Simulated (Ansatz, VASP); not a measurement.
Two plane-wave programs on MgO

```
Mg O
1.0
     3.30347    0.00000    0.00000
    -1.65173    2.86089    0.00000
     0.00000    0.00000   10.03878
Mg O
4 4
Cartesian
  -0.4080 1.9073 -0.0389
  0.4080 1.9073 5.0951
  1.4186 0.9536 2.5060
  1.8849 0.9536 7.5695
  -0.2462 1.9073 1.9604
  0.2462 1.9073 7.0839
  2.0339 0.9536 4.5461
  1.2696 0.9536 9.5176
```

Change from the starting cell: mode 4 frozen in at -0.408 Å and mode 10 at -0.057 Å (largest displacements).

Alike in both runs: task single point; functional PBEsol; k mesh 9 × 9 × 4; occupations gaussian, width 0.05 eV; no spin polarisation.

```csv
,VASP,Ansatz
version,VASP 6.6.1,Ansatz 0.2.0
potentials or method,"VASP PAW PBE potentials, release 64 (Mg, O), cutoff 600 eV","scalar-relativistic, plane waves, PAW"
valence electrons in the cell,32,64
```

|  | VASP | Ansatz | Ansatz less VASP |
| --- | --- | --- | --- |
| gap on the k mesh at the Fermi level (eV) | 2.94 | 2.94 | +0.007 |
| least direct gap on the mesh (eV) | 2.94 | 2.94 | +0.007 |
| pressure (GPa) | -1.1 | -0.6 | +0.47 |
| traceless stress, the component that is largest in VASP (GPa) | -2.88 | -2.84 | +0.042 |
| rms of the force components (eV/Å) | 0.331 | 0.326 | -0.0043 |

VASP's potentials were made for PBE, not for PBEsol, and Ansatz warns of the same on its side. Atom by atom the forces differ by 0.005 eV/Å (rms over components). With one functional, cell and mesh, what is left measures potentials, basis and numerics. VASP's potentials hold 32 valence electrons a cell and Ansatz's 64, so a difference there can come from the potentials and not from the codes.
